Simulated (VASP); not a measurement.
**MnS: single point with PBE+U**

Crystal: MnS.

```
Mn S
1.0
     0.00000    2.63279    2.63279
     2.63279    0.00000    2.63279
     2.63279    2.63279    0.00000
Mn S
1 1
Direct
  0.00000 0.00000 0.00000
  0.50000 0.50000 0.50000
```

```
Program             : VASP 6.6.1
Task                : single point
Functional          : PBE
Potentials or basis : VASP PAW PBE potentials, release 64 (Mn_pv, S)
Cutoff              : 520 eV
k mesh              : 8 × 8 × 8
Occupations         : gaussian, width 0.05 eV
Spin                : collinear spin, ferromagnetic start
Starting moments    : [4.98, 0.12] μB
Hubbard terms       : Mn d U = 3.9 eV
```

```json
{"Pressure": "1.3 GPa", "Band gap on the k mesh": "0.74 eV (least direct gap 2.65 eV)", "Net moment": "5.00 μB per cell", "Site moments": "Mn +4.60; S +0.08 μB", "Valence electrons inside the program's atomic spheres": "Mn 11.26; S 3.77"}
```

Levels at points of the mesh, in eV from the valence-band top:
Spin up:
```csv
k point,band 9,band 10,band 11,band 12,band 13,band 14,band 15,band 16
"(0.00, 0.00, 0.00)",-4.77,-1.33,-1.33,-1.33,1.85,8.57,8.57,8.57
"(0.50, 0.00, 0.00)",-4.41,-3.74,0.00,0.00,3.15,5.68,5.68,8.46
"(0.50, 0.50, 0.00)",-4.30,-3.84,-2.91,-2.91,1.05,5.33,10.30,11.95
```
Spin down:
```tsv
k point	band 5	band 6	band 7	band 8	band 9	band 10
(0.00, 0.00, 0.00)	-1.16	-1.16	-1.16	2.17	2.17	2.17
(0.50, 0.00, 0.00)	-5.71	-2.46	-2.46	3.37	3.37	3.45
(0.50, 0.50, 0.00)	-4.97	-2.64	-2.64	0.74	2.53	2.67
```

Eigenvalues of the final occupation matrices:
| site | spin | trace | eigenvalues |
| --- | --- | --- | --- |
| site 1 d | 1 | 4.71 | 0.93 0.93 0.93 0.95 0.95 |
| site 1 d | 2 | 0.19 | 0.01 0.01 0.01 0.07 0.07 |

Run time: 34 s on 1 thread of Intel(R) Xeon(R) Platinum 8259CL CPU @ 2.50GHz (Skylake/Cascade Lake), on a shared host, peak memory 0.18 GiB.

Caveat: a cell with one magnetic atom can't hold antiferromagnetic order, which such compounds often take. A k mesh can miss the band edges.
